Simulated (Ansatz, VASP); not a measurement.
SiGe2S in VASP and in Ansatz

```xyz
4
Lattice="3.6598 0.0000 0.0000 -1.8299 3.1695 0.0000 0.0000 0.0000 6.4858" Properties=species:S:1:pos:R:3 pbc="T T T"
Si    0.0000    0.0000    0.0000
Ge    1.8299    1.0565    4.9962
Ge    1.8299    1.0565    1.4896
S     0.0000    2.1130    3.2429
```

Change from the starting cell: species swapped into the Cr2SbAs type (P-6m2, No. 187).

Alike in both runs: functional PBE; k mesh 6 × 6 × 4; occupations gaussian, width 0.1 eV; no spin polarisation.

Ansatz relaxed the structure, and its values are those at the end. VASP's run is a single point on that final structure, the one shown.

|  | VASP | Ansatz |
| --- | --- | --- |
| version | VASP 6.6.1 | Ansatz 0.2.0 |
| potentials or method | VASP PAW PBE potentials, release 64 (Si, Ge_d, S), cutoff 520 eV | scalar-relativistic, plane waves, PAW |
| valence electrons in the cell | 38 | 38 |

|  | VASP | Ansatz | Ansatz less VASP |
| --- | --- | --- | --- |
| gap on the k mesh at the Fermi level (eV) | none | none | - |
| pressure (GPa) | 0.0 | 0.1 | +0.01 |
| rms of the force components (eV/Å) | 0.010 | 0.011 | +0.0017 |

A gap of «none» marks a metal or a gap that the smearing closes. With one functional, cell and mesh, what is left measures potentials, basis and numerics.
